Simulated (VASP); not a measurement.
Wanted: the native input for a VASP 6.6.1 run.

| Item | Value |
| --- | --- |
| Task | dielectric tensor |
| Functional | r2SCAN |
| Potentials or basis | VASP PAW PBE potentials, release 64 (Ca_sv, O) |
| Cutoff | 520 eV |
| k mesh | 10 × 10 × 10 |
| Occupations | gaussian, width 0.01 eV |
| Spin | no spin polarisation |
| Dipole correction | no |
| Further INCAR settings | ALGO = Normal; EDIFF = 1e-08 |

The structure of CaO lies in POSCAR:

```
CaO
1.0
    0.0000000000      2.4035556960      2.4035556960
    2.4035556960      0.0000000000      2.4035556960
    2.4035556960      2.4035556960      0.0000000000
Ca O
1 1
Direct
    0.0000000000      0.0000000000      0.0000000000
    0.5000000000      0.5000000000      0.5000000000
```

These files were run (other wordings do the same):

INCAR

```
PREC = Accurate ; ENCUT = 520
EDIFF = 1E-8 ; ISMEAR = 0
SIGMA = 0.01 ; LREAL = False
LASPH = True ; NELM = 80
ALGO = Normal ; ISIF = 2
LWAVE = False ; LCHARG = False
METAGGA = R2SCAN ; LMIXTAU = True
LCALCEPS = True
```

KPOINTS

```
regular mesh
0
Gamma
  10 10 10
```

Potentials or basis: VASP PAW PBE potentials, release 64 (Ca_sv, O).

The run is started by

```console
$ cat potpaw_PBE.64/Ca_sv/POTCAR potpaw_PBE.64/O/POTCAR > POTCAR
$ mpirun -np 1 vasp_std > vasp.out
```

It gave:

```
Band gap on the k mesh                  : 4.19 eV, indirect (least direct gap 4.56 eV)
Electronic dielectric tensor (diagonal) : 3.50
Born charges (mean of the diagonal)     : Ca +2.31; O -2.31 e
```

Wall time 80 min on 1 thread of Intel(R) Xeon(R) Platinum 8488C (Sapphire Rapids), on a shared host, peak memory 0.53 GiB.
